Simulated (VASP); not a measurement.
Cu, 2 atoms in the cell. Symmetry: P6_3/mmc, No. 194, hexagonal system. The conventional cell has a = 2.564 Å, b = 2.564 Å, c = 4.207 Å, α = 90.00°, β = 90.00°, γ = 120.00°. Cu (site symmetry -6m2) has 12 Cu at 2.56 to 2.57 Å within 3.4 Å. This isn't the form of Cu at room conditions, which is fcc.

```yaml
Program: VASP 6.6.1
Task: vibrations by perturbation theory
Functional: PBE
Potentials_or_basis: VASP PAW PBE potentials, release 64 (Cu)
Cutoff: 520 eV
k_mesh: 18 × 18 × 10
Occupations: fermi-dirac, width 0.15 eV
Spin: no spin polarisation
Dipole_correction: no
Further_INCAR_settings: ALGO = Fast; EDIFF = 1e-08; NBANDS = 18; IBRION = 8; NSW = 1
```

Potentials or basis: VASP PAW PBE potentials, release 64 (Cu).

Launch:

```bash
$ cat potpaw_PBE.64/Cu/POTCAR > POTCAR
$ mpirun -np 1 vasp_std > vasp.out
```

Hardware: 1 thread of Intel Xeon 8259CL, with other jobs on the host.

Problem. How long does it take, and how much memory?

Solution. Wall time 18 min on 1 thread of Intel Xeon 8259CL, with other jobs on the host, peak memory 0.82 GiB. Counts: scf iterations 57, k points 222.
